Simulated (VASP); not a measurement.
# Li2O (Fm-3m) in VASP: notebook

Runs on Li2O. Level: PBEsol. Tasks: single point.

All numbers are computed with VASP 6.6.1; they aren't measurements. Logs are shortened: lines on timing, memory, paths and dates and some standing lists are left out, and cuts for length are marked.

## 1. The cell of the first run

The structure is cubic, space group Fm-3m (No. 225). Conventional cell: a = 4.525 Å, b = 4.525 Å, c = 4.525 Å, α = 90.00°, β = 90.00°, γ = 90.00°. Li (site symmetry -43m) has 4 O at 1.96 Å and 6 Li at 2.26 Å within 2.6 Å. O (site symmetry m-3m) has 8 Li at 1.96 Å within 2.6 Å.

## 2. Single point, PBEsol (7.72 Å³/atom)

Contents of INCAR:

```
SYSTEM = Li2O
PREC = Accurate
ENCUT = 750
EDIFF = 1E-6
ISMEAR = -1
SIGMA = 0.03
LREAL = .False.
LASPH = .True.
NELM = 120
ALGO = Normal
ISIF = 2
LWAVE = .False.
LCHARG = .False.
GGA = PS
NBANDS = 13
GGA_COMPAT = .False.
```

Contents of KPOINTS:

```
regular mesh
0
Gamma
  9 9 9
  0 0 0
```

Contents of POSCAR:

```
Li2O
1.0
    0.0000000000      2.2623541181      2.2623541181
    2.2623541181      0.0000000000      2.2623541181
    2.2623541181      2.2623541181      0.0000000000
Li O
2 1
Direct
    0.2500000000      0.2500000000      0.2500000000
    0.7500000000      0.7500000000      0.7500000000
    0.0000000000      0.0000000000      0.0000000000
```

Potentials or basis: VASP PAW PBE potentials, release 64 (Li_sv, O).

Launch:

```console
$ cat potpaw_PBE.64/Li_sv/POTCAR potpaw_PBE.64/O/POTCAR > POTCAR
$ mpirun -np 1 vasp_std > vasp.out
```

OUTCAR:

```text
SYSTEM = Li2O
   PREC = Accurate
   ENCUT = 750
   EDIFF = 1E-6
   ISMEAR = -1
   LREAL = .False.
   LASPH = .True.
   NELM = 120
   ISIF = 2
   GGA = PS

 ion  position               nearest neighbor table
   1  0.250  0.250  0.250-   3 1.96   3 1.96   3 1.96   3 1.96   2 2.26   2 2.26   2 2.26   2 2.26
                             2 2.26   2 2.26
   2  0.750  0.750  0.750-   3 1.96   3 1.96   3 1.96   3 1.96   1 2.26   1 2.26   1 2.26   1 2.26
                             1 2.26   1 2.26
   3  0.000  0.000  0.000-   2 1.96   2 1.96   2 1.96   1 1.96   2 1.96   1 1.96   1 1.96   1 1.96

  LATTYP: Found a face centered cubic cell.
 ALAT       =     4.5247082362

  Lattice vectors:

 A1 = (   0.0000000000,   2.2623541181,   2.2623541181)
 A2 = (   2.2623541181,   0.0000000000,   2.2623541181)
 A3 = (   2.2623541181,   2.2623541181,   0.0000000000)

Analysis of symmetry for initial positions (statically):
=====================================================================
 Subroutine PRICEL returns:
 Original cell was already a primitive cell.

 Routine SETGRP: Setting up the symmetry group for a
 face centered cubic supercell.

 Subroutine GETGRP returns: Found 48 space group operations
 (whereof 48 operations were pure point group operations)
 out of a pool of 48 trial point group operations.

The static configuration has the point symmetry O_h .

Analysis of symmetry for dynamics (positions and initial velocities):
=====================================================================
 Subroutine PRICEL returns:
 Original cell was already a primitive cell.

 Routine SETGRP: Setting up the symmetry group for a
 face centered cubic supercell.

 Subroutine GETGRP returns: Found 48 space group operations
 (whereof 48 operations were pure point group operations)
 out of a pool of 48 trial point group operations.

The dynamic configuration has the point symmetry O_h .

 Subroutine INISYM returns: Found 48 space group operations
 (whereof 48 operations are pure point group operations),
 and found     1 'primitive' translations

----------------------------------------------------------------------------------------

                                     Primitive cell

  volume of cell :      23.1586

  direct lattice vectors                    reciprocal lattice vectors
     0.000000000  2.262354118  2.262354118    -0.221008725  0.221008725  0.221008725
     2.262354118  0.000000000  2.262354118     0.221008725 -0.221008725  0.221008725
     2.262354118  2.262354118  0.000000000     0.221008725  0.221008725 -0.221008725

  length of vectors
     3.199451877  3.199451877  3.199451877     0.382798341  0.382798341  0.382798341

  position of ions in fractional coordinates (direct lattice)
     0.250000000  0.250000000  0.250000000
     0.750000000  0.750000000  0.750000000
     0.000000000  0.000000000  0.000000000

  ion indices of the primitive-cell ions
   primitive index   ion index
                 1           1
                 2           2
                 3           3

----------------------------------------------------------------------------------------

 KPOINTS: regular mesh

Automatic generation of k-mesh.
 Grid dimensions read from file:
 generate k-points for:    9    9    9

 Generating k-lattice:

  Cartesian coordinates                     Fractional coordinates (reciprocal lattice)
    -0.024556525  0.024556525  0.024556525     0.111111111  0.000000000  0.000000000
     0.024556525 -0.024556525  0.024556525     0.000000000  0.111111111  0.000000000
     0.024556525  0.024556525 -0.024556525     0.000000000  0.000000000  0.111111111

  Length of vectors
     0.042533149  0.042533149  0.042533149

  Shift w.r.t. Gamma in fractional coordinates (k-lattice)
     0.000000000  0.000000000  0.000000000

 Subroutine IBZKPT returns following result:
 ===========================================

 Found     35 irreducible k-points:

 Following reciprocal coordinates:
            Coordinates               Weight
  0.000000  0.000000  0.000000      1.000000
  0.111111  0.000000  0.000000      8.000000
  0.222222  0.000000  0.000000      8.000000
  0.333333  0.000000  0.000000      8.000000
  0.444444  0.000000  0.000000      8.000000
  0.111111  0.111111  0.000000      6.000000
[... 16 lines left out ...]
 -0.333333  0.333333  0.000000     12.000000
  0.444444  0.444444  0.000000      6.000000
 [... further k-points ...]
   k-points           NKPTS =     35   k-points in BZ     NKDIM =     35   number of bands    NBANDS=     13
   number of dos      NEDOS =    301   number of ions     NIONS =      3
   total plane-waves  NPLWV =  27000
   dimension x,y,z NGX =    30 NGY =   30 NGZ =   30
   dimension x,y,z NGXF=    60 NGYF=   60 NGZF=   60
   ions per type =               2   1
   NGX,Y,Z   is equivalent  to a cutoff of  15.59, 15.59, 15.59 a.u.
   NGXF,Y,Z  is equivalent  to a cutoff of  31.18, 31.18, 31.18 a.u.
 SYSTEM =  Li2O
   PREC   = accura    normal or accurate (medium, high low for compatibility)
   ISTART =      0    job   : 0-new  1-cont  2-samecut
   ICHARG =      2    charge: 1-file 2-atom 10-const
   ISPIN  =      1    spin polarized calculation?
   LNONCOLLINEAR =      F non collinear calculations
   LSORBIT =      F    spin-orbit coupling
   LASPH  =      T    aspherical Exc in radial PAW
   ENCUT  =  750.0 eV  55.12 Ry    7.42 a.u.   7.14  7.14  7.14*2*pi/ulx,y,z
   NELM   =    120;   NELMIN=  2; NELMDL= -5     # of ELM steps
   EDIFF  = 0.1E-05   stopping-criterion for ELM
   LREAL  =      F    real-space projection
[... 7 lines left out ...]
   TEBEG  =    0.0;   TEEND  =   0.0 temperature during run
   PSTRESS=    0.0 pullay stress
   NELECT =      12.0000    total number of electrons
   NUPDOWN=      -1.0000    fix difference up-down
   EMIN   =  10.00;   EMAX   =-10.00  energy-range for DOS
   EFERMI =   0.00;   METHOD = LEGACY
   ISMEAR =    -1;   SIGMA  =   0.03  broadening in eV -4-tet -1-fermi 0-gaus
   EFERMI_NEDOS =   21; number of points for ismear=-14 and -15
   IALGO  =     38    algorithm
   IMIX   =      4    mixing-type and parameters
     AMIX     =   0.40;   BMIX     =  1.00
     AMIX_MAG =   1.60;   BMIX_MAG =  1.00
  volume/ion in A,a.u.               =       7.72        52.09
  Fermi-wavevector in a.u.,A,eV,Ry     =   1.314916  2.484831 23.524527  1.729004
  Thomas-Fermi vector in A             =   2.445135
   LORBIT       =      0    0 simple, 1 ext, 2 COOP (PROOUT), +10 PAW based schemes
   GGA     = PS    functional components
   LHFCALC =     F    Hartree Fock is set to
   AEXX    =    0.0000 exact exchange contribution
   IVDW    =     0    specifies the selected vdW correction
   LEPSILON=     F    determine dielectric tensor
   LRPA    =     F    only Hartree local field effects (RPA)
 non-spin polarized calculation
  energy-cutoff  :      750.00
  volume of cell :       23.16
 maximum number of plane-waves:      1092
 NGX is ok and might be reduce to    30
   NGX = 15   NGY = 15   NGZ = 15

 number of electron      12.0000003 magnetization

 Free energy of the ion-electron system (eV)
  ---------------------------------------------------
  ext. energy  EPLUGINS =         0.00000000
  ---------------------------------------------------
  free energy    TOTEN  =       -14.74569035 eV

  energy without entropy =      -14.74569035  energy(sigma->0) =      -14.74569035

 E-fermi :   2.1718     XC(G=0): -10.1913

 val. band max:        1.5588635386   @ k =   0.0000   0.0000   0.0000
 cond. band min:       6.6071522011   @ k =   0.4444   0.4444   0.0000
 fundamental gap:      5.0482886625
 Fermi energy:         2.1717749234

 k-point     1 :       0.0000    0.0000    0.0000
  band No.  band energies     occupation
      1     -40.6028      2.00000
      2     -40.1767      2.00000
      3     -13.8957      2.00000
      4       1.5589      2.00000
      5       1.5589      2.00000
      6       1.5589      2.00000
      7       7.1836      0.00000
      8      13.7072      0.00000
      9      13.7072      0.00000
     10      13.7072      0.00000
     11      21.0403      0.00000
     12      21.0403      0.00000
     13      21.0403      0.00000

 k-point     2 :       0.1111    0.0000    0.0000
  band No.  band energies     occupation
      1     -40.5877      2.00000
      2     -40.1874      2.00000
      3     -13.8714      2.00000
      4       1.1193      2.00000
      5       1.4955      2.00000
      6       1.4955      2.00000
      7       7.5143      0.00000
      8      13.7643      0.00000
      9      13.8956      0.00000
     10      13.8956      0.00000
     11      19.8075      0.00000
     12      19.8075      0.00000
     13      21.5093      0.00000

 k-point     3 :       0.2222    0.0000    0.0000
  band No.  band energies     occupation
      1     -40.5449      2.00000
      2     -40.2192      2.00000
      3     -13.8068      2.00000
      4       0.1551      2.00000
      5       1.3436      2.00000
      6       1.3436      2.00000
      7       8.3359      0.00000
      8      13.7200      0.00000
      9      14.1866      0.00000
     10      14.1866      0.00000
     11      18.8170      0.00000
     12      18.8170      0.00000
     13      22.7099      0.00000

 k-point     4 :       0.3333    0.0000    0.0000
  band No.  band energies     occupation
      1     -40.4819      2.00000
      2     -40.2697      2.00000
      3     -13.7273      2.00000
      4      -0.7816      2.00000
      5       1.1836      2.00000
      6       1.1836      2.00000
      7       9.4468      0.00000
      8      13.2192      0.00000
      9      14.0994      0.00000
     10      14.0994      0.00000
     11      19.0685      0.00000
     12      19.0685      0.00000
     13      24.1328      0.00000

 k-point     5 :       0.4444    0.0000    0.0000
  band No.  band energies     occupation
      1     -40.4085      2.00000
      2     -40.3348      2.00000
      3     -13.6715      2.00000
      4      -1.3338      2.00000
      5       1.0859      2.00000
      6       1.0859      2.00000
      7      10.6806      0.00000
      8      12.2526      0.00000
      9      13.8588      0.00000
     10      13.8588      0.00000
     11      19.8309      0.00000
     12      19.8309      0.00000
     13      25.1694      0.00000
[... 257 lines left out ...]
 k-point    22 :      -0.4444    0.3333    0.0000
  band No.  band energies     occupation
      1     -40.4058      2.00000
      2     -40.3239      2.00000
      3     -13.6206      2.00000
      4      -0.6136      2.00000
      5       0.0871      2.00000
      6       0.3408      2.00000
      7       7.9796      0.00000
      8      13.8882      0.00000
      9      15.2054      0.00000
     10      16.5309      0.00000
     11      18.6016      0.00000
     12      22.1839      0.00000
     13      24.1981      0.00000

 k-point    23 :      -0.3333    0.3333    0.0000
  band No.  band energies     occupation
      1     -40.3661      2.00000
      2     -40.3653      2.00000
      3     -13.6209      2.00000
      4      -0.8357      2.00000
      5       0.0512      2.00000
      6       0.5857      2.00000
      7       9.0066      0.00000
      8      12.8173      0.00000
      9      15.1511      0.00000
     10      16.2056      0.00000
     11      19.6942      0.00000
     12      19.9550      0.00000
     13      25.1800      0.00000

 k-point    24 :       0.4444    0.4444    0.0000
  band No.  band energies     occupation
      1     -40.4378      2.00000
      2     -40.2910      2.00000
      3     -13.6309      2.00000
      4      -0.0818      2.00000
      5       0.0879      2.00000
      6       0.0879      2.00000
      7       6.6072      0.00000
      8      15.4765      0.00000
      9      15.4765      0.00000
     10      16.8672      0.00000
     11      17.7602      0.00000
     12      22.4759      0.00000
     13      25.7647      0.00000

 [... further k-points ...]

------------------------ aborting loop because EDIFF is reached ----------------------------------------

  FORCE on cell =-STRESS in cart. coord.  units (eV):
  Direction    XX          YY          ZZ          XY          YZ          ZX
  --------------------------------------------------------------------------------------
  -------------------------------------------------------------------------------------
  Total        0.4945374      0.4945374      0.4945374      0.0000000     -0.0000000      0.0000000
  in kB       34.2135365     34.2135365     34.2135365      0.0000000     -0.0000000      0.0000000
  external PRESSURE =      34.2135365 kB  Pullay stress =       0.0000000 kB

 VOLUME and BASIS-vectors are now :
 -----------------------------------------------------------------------------
  energy-cutoff  :      750.00
  volume of cell :       23.16
      direct lattice vectors                 reciprocal lattice vectors
     0.000000000  2.262354118  2.262354118    -0.221008725  0.221008725  0.221008725
     2.262354118  0.000000000  2.262354118     0.221008725 -0.221008725  0.221008725
     2.262354118  2.262354118  0.000000000     0.221008725  0.221008725 -0.221008725

 POSITION                                       TOTAL-FORCE (eV/Angst)
 -----------------------------------------------------------------------------------
      1.13118      1.13118      1.13118         0.000000      0.000000     -0.000000
      3.39353      3.39353      3.39353        -0.000000     -0.000000      0.000000
      0.00000      0.00000      0.00000        -0.000000     -0.000000      0.000000
 -----------------------------------------------------------------------------------
    total drift:                                0.000000     -0.000000      0.000000

  FREE ENERGIE OF THE ION-ELECTRON SYSTEM (eV)
  ---------------------------------------------------
  free  energy   TOTEN  =       -14.7456903544 eV

  energy  without entropy=      -14.7456903544  energy(sigma->0) =      -14.74569035
```

It took 10 s on 1 thread of Intel Xeon 6975P-C (Granite Rapids), shared host; peak memory 0.16 GiB.

Results:

| Item | Value |
| --- | --- |
| Free energy | -14.7457 eV |
| Pressure | 3.4 GPa |
| Band gap on the k mesh | 5.05 eV (least direct gap 5.62 eV) |

Levels at points of the mesh, in eV from the valence-band top:
```tsv
k point	band 3	band 4	band 5	band 6	band 7	band 8	band 9	band 10
(0.00, 0.00, 0.00)	-15.45	0.00	0.00	0.00	5.62	12.15	12.15	12.15
```

Caveat: the cell stands under pressure; the PAW data sets were made with another functional, which shifts forces and pressure a little; an odd mesh through Γ misses points on the zone boundary, where band edges can lie.

## 3. Single point, PBEsol (8.05 Å³/atom)

This run uses another cell than the first one, of 8.05 Å³/atom.

Contents of INCAR:

```
ALGO = Normal
EDIFF = 1E-6
ENCUT = 750
GGA = PS
GGA_COMPAT = F
ISIF = 2
ISMEAR = -1
LASPH = T
LCHARG = F
LREAL = F
LWAVE = F
NBANDS = 13
NELM = 120
PREC = Accurate
SIGMA = 0.03
```

Contents of KPOINTS:

```
k-points
0
Gamma
  9 9 9
```

Contents of POSCAR:

```
Li2O
1.0
    0.0000000000      2.2939995330      2.2939995330
    2.2939995330      0.0000000000      2.2939995330
    2.2939995330      2.2939995330      0.0000000000
Li O
2 1
Direct
    0.2500000000      0.2500000000      0.2500000000
    0.7500000000      0.7500000000      0.7500000000
    0.0000000000      0.0000000000      0.0000000000
```

Potentials or basis: VASP PAW PBE potentials, release 64 (Li_sv, O).

Launch:

```console
$ cat potpaw_PBE.64/Li_sv/POTCAR potpaw_PBE.64/O/POTCAR > POTCAR
$ mpirun -np 1 vasp_std > vasp.out
```

Wall time 8.9 s (1 thread of Intel Xeon 6975P-C (Granite Rapids), shared host); peak memory 0.16 GiB.

The run converged. Its results:

```
Free energy            : -14.7571 eV
Pressure               : -0.3 GPa
Band gap on the k mesh : 4.97 eV (least direct gap 5.31 eV)
```

Levels at points of the mesh, in eV from the valence-band top:
| k point | band 2 | band 3 | band 4 | band 5 | band 6 | band 7 | band 8 | band 9 | band 10 | band 11 |
| --- | --- | --- | --- | --- | --- | --- | --- | --- | --- | --- |
| (0.00, 0.00, 0.00) | -41.86 | -15.39 | 0.00 | 0.00 | 0.00 | 5.31 | 11.92 | 11.92 | 11.92 | 19.05 |

Caveat: the PAW data sets were made with another functional, which shifts forces and pressure a little; an odd mesh through Γ misses points on the zone boundary, where band edges can lie.

## 4. Single point, PBEsol (8.29 Å³/atom)

This run uses another cell than the first one, of 8.29 Å³/atom.

Contents of INCAR:

```
PREC = Accurate ; ENCUT = 750
EDIFF = 1E-6 ; ISMEAR = -1
SIGMA = 0.03 ; LREAL = False
LASPH = True ; NELM = 120
ALGO = Normal ; ISIF = 2
LWAVE = False ; LCHARG = False
GGA = PS ; NBANDS = 13
GGA_COMPAT = False
```

Contents of KPOINTS:

```
Automatic mesh
0
Gamma
  9 9 9
```

Contents of POSCAR:

```
Li2O
1.0
    0.0000000000      2.3171728138      2.3171728138
    2.3171728138      0.0000000000      2.3171728138
    2.3171728138      2.3171728138      0.0000000000
Li O
2 1
Direct
    0.2500000000      0.2500000000      0.2500000000
    0.7500000000      0.7500000000      0.7500000000
    0.0000000000      0.0000000000      0.0000000000
```

Launch:

```console
$ cat potpaw_PBE.64/Li_sv/POTCAR potpaw_PBE.64/O/POTCAR > POTCAR
$ mpirun -np 1 vasp_std > vasp.out
```

It took 10 s on 1 thread of Intel Xeon 6975P-C (Granite Rapids), shared host; peak memory 0.16 GiB.

It converged, with:

```
Free energy            : -14.7514 eV
Pressure               : -2.7 GPa
Band gap on the k mesh : 4.91 eV (least direct gap 5.09 eV)
```

Levels at points of the mesh, in eV from the valence-band top:
```csv
k point,band 2,band 3,band 4,band 5,band 6,band 7,band 8,band 9,band 10,band 11
"(0.00, 0.00, 0.00)",-41.95,-15.34,0.00,0.00,0.00,5.09,11.75,11.75,11.75,18.73
```

Caveat: the PAW data sets were made with another functional, which shifts forces and pressure a little; an odd mesh through Γ misses points on the zone boundary, where band edges can lie.

## 5. Overview

```tsv
cell	gap on the mesh (eV)	pressure (GPa)
a = 3.199 Å, angles 60.0°, 3 atoms	5.05	3.4
a = 3.244 Å, angles 60.0°, 3 atoms	4.97	-0.3
a = 3.277 Å, angles 60.0°, 3 atoms	4.91	-2.7
```

Alike in all rows: task single point; level PBEsol; potentials or basis VASP PAW PBE potentials, release 64 (Li_sv, O); no spin polarisation; k mesh 9 × 9 × 9; cutoff (eV) 750; smearing fermi-dirac 0.03 eV.

Caveats: the PAW data sets were made with another functional, which shifts forces and pressure a little; an odd mesh through Γ misses points on the zone boundary, where band edges can lie; the cell stands under pressure (at least some runs).

Total energies depend on the potentials used, so only differences within one code and one set of settings carry meaning.
